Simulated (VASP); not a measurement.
# Ca2Zr2N (I4/mmm) in VASP: a series of runs

The runs below take Ca2Zr2N through single point, with PBE.

Everything below comes from runs of VASP 6.6.1. Logs are shortened: lines on timing, memory, paths and dates and some standing lists are left out, and cuts for length are marked.

**1. The cell of the first run**

It takes space group I4/mmm (No. 139, tetragonal). The conventional cell has a = 6.648 Å, b = 6.648 Å, c = 6.989 Å, α = 90.00°, β = 90.00°, γ = 90.00°. Ca (site symmetry -4m2) has 4 Zr at 3.33 Å and 2 Ca at 3.49 Å and 4 N at 3.76 Å within 4.4 Å. Within 2.5 Å of Zr (site symmetry 4mm) lie 1 N at 1.91 Å. Within 2.5 Å of N (site symmetry 4/mmm) lie 2 Zr at 1.91 Å.

The cell was built from a structure type or drawn by symmetry, and may not be a known phase.

**2. Single point, PBE**

File INCAR:

```
SYSTEM = Ca2Zr2N
PREC     = Accurate       ! precision mode
ENCUT    = 520            ! plane-wave cutoff, eV
EDIFF    = 1E-6           ! SCF threshold, eV
ISMEAR   = 0              ! smearing method
SIGMA    = 0.1            ! smearing width, eV
LREAL    = .False.        ! projectors in reciprocal space
LASPH    = .True.         ! aspherical terms in the spheres
NELM     = 60             ! most SCF steps
ALGO     = Normal         ! electronic algorithm
ISIF     = 2              ! what is computed and relaxed
LWAVE    = .False.        ! write WAVECAR
LCHARG   = .False.        ! write CHGCAR
GGA      = PE             ! functional
NBANDS   = 32             ! bands
```

File KPOINTS:

```
Automatic mesh
0
Gamma
  8 8 8
  0 0 0
```

File POSCAR:

```
Ca2Zr2N
1.0
   -3.3238904795      3.3238904795      3.4944003606
    3.3238904795     -3.3238904795      3.4944003606
    3.3238904795      3.3238904795     -3.4944003606
Ca Zr N
2 2 1
Direct
    0.7500000000      0.2500000000      0.5000000000
    0.2500000000      0.7500000000      0.5000000000
    0.7260800858      0.7260800858      0.0000000000
    0.2739199142      0.2739199142      0.0000000000
    0.0000000000      0.0000000000      0.0000000000
```

Potentials or basis: VASP PAW PBE potentials, release 64 (Ca_sv, Zr_sv, N).

Run with:

```sh
$ cat potpaw_PBE.64/Ca_sv/POTCAR potpaw_PBE.64/Zr_sv/POTCAR potpaw_PBE.64/N/POTCAR > POTCAR
$ mpirun -np 1 vasp_std > vasp.out
```

OUTCAR:

```text
SYSTEM = Ca2Zr2N
   PREC = Accurate
   ENCUT = 520
   EDIFF = 1E-6
   ISMEAR = 0
   LREAL = .False.
   LASPH = .True.
   NELM = 60
   ISIF = 2
   GGA = PE

 ion  position               nearest neighbor table
   1  0.750  0.250  0.500-   4 3.33   3 3.33   4 3.33   3 3.33
   2  0.250  0.750  0.500-   4 3.33   3 3.33   4 3.33   3 3.33
   3  0.726  0.726  0.000-   5 1.91   4 3.16   2 3.33   1 3.33   1 3.33   2 3.33   4 3.83
   4  0.274  0.274  0.000-   5 1.91   3 3.16   1 3.33   2 3.33   2 3.33   1 3.33   3 3.83
   5  0.000  0.000  0.000-   3 1.91   4 1.91

  LATTYP: Found a body centered tetragonal cell.
 ALAT       =     6.6477809590
 C/A-ratio  =     1.0512982850

  Lattice vectors:

 A1 = (  -3.3238904795,   3.3238904795,   3.4944003606)
 A2 = (   3.3238904795,  -3.3238904795,   3.4944003606)
 A3 = (   3.3238904795,   3.3238904795,  -3.4944003606)

Analysis of symmetry for initial positions (statically):
=====================================================================
 Subroutine PRICEL returns:
 Original cell was already a primitive cell.

 Routine SETGRP: Setting up the symmetry group for a
 body centered tetragonal supercell.

 Subroutine GETGRP returns: Found 16 space group operations
 (whereof 16 operations were pure point group operations)
 out of a pool of 16 trial point group operations.

The static configuration has the point symmetry D_4h.

Analysis of symmetry for dynamics (positions and initial velocities):
=====================================================================
 Subroutine PRICEL returns:
 Original cell was already a primitive cell.

 Routine SETGRP: Setting up the symmetry group for a
 body centered tetragonal supercell.

 Subroutine GETGRP returns: Found 16 space group operations
 (whereof 16 operations were pure point group operations)
 out of a pool of 16 trial point group operations.

The dynamic configuration has the point symmetry D_4h.

 Subroutine INISYM returns: Found 16 space group operations
 (whereof 16 operations are pure point group operations),
 and found     1 'primitive' translations

----------------------------------------------------------------------------------------

                                     Primitive cell

  volume of cell :     154.4280

  direct lattice vectors                    reciprocal lattice vectors
    -3.323890480  3.323890480  3.494400361     0.000000000  0.150426136  0.143086066
     3.323890480 -3.323890480  3.494400361     0.150426136  0.000000000  0.143086066
     3.323890480  3.323890480 -3.494400361     0.150426136  0.150426136  0.000000000

[... 94 lines left out ...]
   NFREE  =      0    steps in history (QN), initial steepest desc. (CG)
   ISIF   =      2    stress and relaxation
   ISYM   =      2    0-nonsym 1-usesym 2-fastsym
   POTIM  = 0.5000    time-step for ionic-motion
   TEBEG  =    0.0;   TEEND  =   0.0 temperature during run
   PSTRESS=    0.0 pullay stress
   NELECT =      49.0000    total number of electrons
   NUPDOWN=      -1.0000    fix difference up-down
   EMIN   =  10.00;   EMAX   =-10.00  energy-range for DOS
   EFERMI =   0.00;   METHOD = LEGACY
   ISMEAR =     0;   SIGMA  =   0.10  broadening in eV -4-tet -1-fermi 0-gaus
   EFERMI_NEDOS =   21; number of points for ismear=-14 and -15
   IALGO  =     38    algorithm
   IMIX   =      4    mixing-type and parameters
     AMIX     =   0.40;   BMIX     =  1.00
     AMIX_MAG =   1.60;   BMIX_MAG =  1.00
  volume/ion in A,a.u.               =      30.89       208.43
  Fermi-wavevector in a.u.,A,eV,Ry     =   1.116601  2.110071 16.963726  1.246799
  Thomas-Fermi vector in A             =   2.253217
   LORBIT       =      0    0 simple, 1 ext, 2 COOP (PROOUT), +10 PAW based schemes
   GGA     = PE    functional components
   LHFCALC =     F    Hartree Fock is set to
   AEXX    =    0.0000 exact exchange contribution
   IVDW    =     0    specifies the selected vdW correction
   LEPSILON=     F    determine dielectric tensor
   LRPA    =     F    only Hartree local field effects (RPA)
 non-spin polarized calculation
 Gauss-broadening in eV      SIGMA  =   0.10
  energy-cutoff  :      520.00
  volume of cell :      154.43
 maximum number of plane-waves:      4188
 NGX is ok and might be reduce to    48
   NGX = 21   NGY = 21   NGZ = 21

 number of electron      49.0000003 magnetization

 Free energy of the ion-electron system (eV)
  ---------------------------------------------------
  ext. energy  EPLUGINS =         0.00000000
  ---------------------------------------------------
  free energy    TOTEN  =       -26.40592297 eV

  energy without entropy =      -26.35787469  energy(sigma->0) =      -26.38189883

 E-fermi :   3.5632     XC(G=0):  -8.6436

 val. band max:        3.5495946520   @ k =  -0.2500   0.5000   0.1250
 cond. band min:       3.5648391103   @ k =   0.3750   0.0000   0.0000
 fundamental gap:      0.0152444583
 Fermi energy:         3.5632412857

 k-point     1 :       0.0000    0.0000    0.0000
  band No.  band energies     occupation
      1     -45.7210      2.00000
      2     -45.6900      2.00000
      3     -38.1676      2.00000
      4     -38.1479      2.00000
      5     -24.1840      2.00000
      6     -23.7830      2.00000
[... 829 lines left out ...]
     31       5.3879      0.00000
     32       5.8257      0.00000

 [... further k-points ...]

------------------------ aborting loop because EDIFF is reached ----------------------------------------

  FORCE on cell =-STRESS in cart. coord.  units (eV):
  Direction    XX          YY          ZZ          XY          YZ          ZX
  --------------------------------------------------------------------------------------
  -------------------------------------------------------------------------------------
  Total       -0.0127146     -0.0127146      0.2316684      0.0000000     -0.0000000      0.0000000
  in kB       -0.1319133     -0.1319133      2.4035401      0.0000000     -0.0000000      0.0000000
  external PRESSURE =       0.7132379 kB  Pullay stress =       0.0000000 kB

 VOLUME and BASIS-vectors are now :
 -----------------------------------------------------------------------------
  energy-cutoff  :      520.00
  volume of cell :      154.43
      direct lattice vectors                 reciprocal lattice vectors
    -3.323890480  3.323890480  3.494400361     0.000000000  0.150426136  0.143086066
     3.323890480 -3.323890480  3.494400361     0.150426136  0.000000000  0.143086066
     3.323890480  3.323890480 -3.494400361     0.150426136  0.150426136  0.000000000

 POSITION                                       TOTAL-FORCE (eV/Angst)
 -----------------------------------------------------------------------------------
      0.00000      3.32389      1.74720         0.000000      0.000000      0.000000
      3.32389      0.00000      1.74720         0.000000      0.000000      0.000000
      0.00000      0.00000      5.07443        -0.000000     -0.000000     -0.064075
      0.00000      0.00000      1.91437         0.000000      0.000000      0.064075
      0.00000      0.00000      0.00000         0.000000      0.000000      0.000000
 -----------------------------------------------------------------------------------
    total drift:                                0.000000     -0.000000      0.000000

  FREE ENERGIE OF THE ION-ELECTRON SYSTEM (eV)
  ---------------------------------------------------
  free  energy   TOTEN  =       -26.4059229677 eV

  energy  without entropy=      -26.3578746902  energy(sigma->0) =      -26.38189883
```

stdout:

```text
POSCAR found type information on POSCAR CaZrN
 POSCAR found :  3 types and       5 ions
 scaLAPACK will be used
 LDA part: xc-table for (Slater+PW92), standard interpolation
 POSCAR, INCAR and KPOINTS ok, starting setup
 FFT: planning ... GRIDC
 FFT: planning ... GRID_SOFT
 FFT: planning ... GRID
 WAVECAR not read
 entering main loop
```

Run time: 2.7 min. Hardware: 1 thread of Intel Xeon 6975P-C (Granite Rapids), shared host; peak memory 0.5 GiB.

Results:

```
Free energy            : -26.4059 eV
Pressure               : 0.1 GPa
Largest force          : 0.064 eV/Å
Band gap on the k mesh : zero (an odd number of electrons rules out a gap without spin polarisation)
```

Forces in eV/Å, atoms in the order of the input:
```
Ca   0.000  0.000  0.000
Ca   0.000  0.000  0.000
Zr   0.000  0.000 -0.064
Zr   0.000  0.000  0.064
N    0.000  0.000  0.000
```

**3. Single point, PBE, collinear spin**

File INCAR:

```
ALGO = Normal
EDIFF = 1E-7
ENCUT = 520
GGA = PE
ISIF = 2
ISMEAR = 0
ISPIN = 2
LASPH = True
LCHARG = False
LMAXMIX = 4
LORBIT = 11
LREAL = False
LWAVE = False
MAGMOM = 0 0 1 1 0
NBANDS = 36
NELM = 150
PREC = Accurate
SIGMA = 0.1
```

File KPOINTS:

```
k-points
0
Gamma
  4 4 4
```

File POSCAR:

```
Ca2Zr2N
1.0
   -3.3253818448      3.3253818448      3.4893436154
    3.3253818448     -3.3253818448      3.4893436154
    3.3253818448      3.3253818448     -3.4893436154
Ca Zr N
2 2 1
Direct
    0.7500000000      0.2500000000      0.5000000000
    0.2500000000      0.7500000000      0.5000000000
    0.7257144487      0.7257144487      0.0000000000
    0.2742855513      0.2742855513      0.0000000000
    0.0000000000      0.0000000000      0.0000000000
```

Potentials or basis: VASP PAW PBE potentials, release 64 (Ca_sv, Zr_sv, N).

Run with:

```sh
$ cat potpaw_PBE.64/Ca_sv/POTCAR potpaw_PBE.64/Zr_sv/POTCAR potpaw_PBE.64/N/POTCAR > POTCAR
$ mpirun -np 1 vasp_std > vasp.out
```

OUTCAR:

```text
EDIFF = 1E-7
   ENCUT = 520
   GGA = PE
   ISIF = 2
   ISMEAR = 0
   ISPIN = 2
   LASPH = True
   LORBIT = 11
   LREAL = False
   NELM = 150
   PREC = Accurate

 ion  position               nearest neighbor table
   1  0.750  0.250  0.500-   4 3.33   3 3.33   4 3.33   3 3.33
   2  0.250  0.750  0.500-   4 3.33   3 3.33   4 3.33   3 3.33
   3  0.726  0.726  0.000-   5 1.91   4 3.15   2 3.33   1 3.33   1 3.33   2 3.33   4 3.83
   4  0.274  0.274  0.000-   5 1.91   3 3.15   1 3.33   2 3.33   2 3.33   1 3.33   3 3.83
   5  0.000  0.000  0.000-   3 1.91   4 1.91

  LATTYP: Found a body centered tetragonal cell.
 ALAT       =     6.6507636896
 C/A-ratio  =     1.0493061484

  Lattice vectors:

 A1 = (  -3.3253818448,   3.3253818448,   3.4893436154)
 A2 = (   3.3253818448,  -3.3253818448,   3.4893436154)
 A3 = (   3.3253818448,   3.3253818448,  -3.4893436154)

Analysis of symmetry for initial positions (statically):
[... 1211 lines left out ...]
  Direction    XX          YY          ZZ          XY          YZ          ZX
  --------------------------------------------------------------------------------------
  -------------------------------------------------------------------------------------
  Total       -0.0676061     -0.0676061      0.7119928      0.0000000      0.0000000      0.0000000
  in kB       -0.7017944     -0.7017944      7.3909350      0.0000000      0.0000000      0.0000000
  external PRESSURE =       1.9957820 kB  Pullay stress =       0.0000000 kB

 VOLUME and BASIS-vectors are now :
 -----------------------------------------------------------------------------
  energy-cutoff  :      520.00
  volume of cell :      154.34
      direct lattice vectors                 reciprocal lattice vectors
    -3.325381845  3.325381845  3.489343615     0.000000000  0.150358673  0.143293426
     3.325381845 -3.325381845  3.489343615     0.150358673  0.000000000  0.143293426
     3.325381845  3.325381845 -3.489343615     0.150358673  0.150358673  0.000000000

 POSITION                                       TOTAL-FORCE (eV/Angst)
 -----------------------------------------------------------------------------------
     -0.00000      3.32538      1.74467         0.000000      0.000000     -0.000000
      3.32538     -0.00000      1.74467         0.000000      0.000000      0.000000
      0.00000      0.00000      5.06453        -0.000000     -0.000000      0.026844
      0.00000      0.00000      1.91415        -0.000000     -0.000000     -0.026844
      0.00000      0.00000      0.00000         0.000000      0.000000      0.000000
 -----------------------------------------------------------------------------------
    total drift:                                0.000000      0.000000     -0.000000

  FREE ENERGIE OF THE ION-ELECTRON SYSTEM (eV)
  ---------------------------------------------------
  free  energy   TOTEN  =       -26.4796916382 eV

  energy  without entropy=      -26.4465941703  energy(sigma->0) =      -26.46314290

 total charge

# of ion       s       p       d       tot
------------------------------------------
    1        2.086   5.827   0.222   8.134
    2        2.086   5.827   0.222   8.134
    3        2.231   5.943   1.747   9.921
    4        2.231   5.943   1.747   9.921
    5        1.307   2.406   0.000   3.714
--------------------------------------------------
tot          9.941  25.946   3.937  39.824

 magnetization (x)

# of ion       s       p       d       tot
------------------------------------------
    1        0.003   0.010   0.067   0.080
    2        0.003   0.010   0.067   0.080
    3        0.019   0.006   0.434   0.459
    4        0.019   0.006   0.434   0.459
    5       -0.002  -0.030   0.000  -0.032
--------------------------------------------------
tot          0.043   0.002   1.002   1.047
```

stdout:

```text
POSCAR found type information on POSCAR CaZrN
 POSCAR found :  3 types and       5 ions
 scaLAPACK will be used
 LDA part: xc-table for (Slater+PW92), standard interpolation
 POSCAR, INCAR and KPOINTS ok, starting setup
 FFT: planning ... GRIDC
 FFT: planning ... GRID_SOFT
 FFT: planning ... GRID
 WAVECAR not read
 entering main loop
```

Wall time 1.8 min (1 thread of Intel Xeon 6975P-C (Granite Rapids), shared host); peak memory 0.46 GiB.

Results:

```
Free energy                                           : -26.4797 eV
Pressure                                              : 0.2 GPa
Largest force                                         : 0.027 eV/Å
Net moment                                            : 1.89 μB per cell
Site moments                                          : Ca +0.08; Zr +0.46; N -0.03 μB
Valence electrons inside the program's atomic spheres : Ca 8.13; Zr 9.92; N 3.71
```

Forces in eV/Å, atoms in the order of the input:
```
Ca   0.000  0.000  0.000
Ca   0.000  0.000  0.000
Zr   0.000  0.000  0.027
Zr   0.000  0.000 -0.027
N    0.000  0.000  0.000
```

Stress tensor (GPa, compression positive):
```
-0.07  0.00  0.00
 0.00 -0.07  0.00
 0.00  0.00  0.74
```

Levels at points of the mesh, in eV from the Fermi level:
Spin up:
```tsv
k point	band 21	band 22	band 23	band 24	band 25	band 26	band 27	band 28	band 29	band 30
(0.00, 0.00, 0.00)	-3.45	-1.22	-0.56	-0.43	0.24	0.40	0.55	0.55	1.32	1.73
(0.50, 0.00, 0.00)	-1.99	-1.94	-0.78	-0.34	-0.20	-0.05	0.12	0.31	1.49	1.52
(0.50, 0.50, 0.00)	-2.05	-1.67	-0.34	-0.29	-0.09	0.46	0.59	0.60	1.23	1.35
(0.50, 0.50, 0.50)	-1.90	-1.66	-1.24	-0.43	-0.43	-0.34	-0.10	-0.08	1.05	1.45
```
Spin down:
```
           k point  band 20  band 21  band 22  band 23  band 24  band 25  band 26  band 27  band 28  band 29
(0.00, 0.00, 0.00)    -3.43    -3.41    -1.06     0.24     0.38     0.66     0.80     0.80     0.81     1.39
(0.50, 0.00, 0.00)    -3.42    -1.67    -1.56    -0.48     0.14     0.24     0.42     0.56     0.85     1.63
(0.50, 0.50, 0.00)    -3.41    -1.68    -1.44    -0.07     0.05     0.75     0.75     0.94     1.37     1.52
(0.50, 0.50, 0.50)    -3.41    -1.46    -1.16    -0.82    -0.16    -0.11    -0.11     0.27     0.74     1.25
```
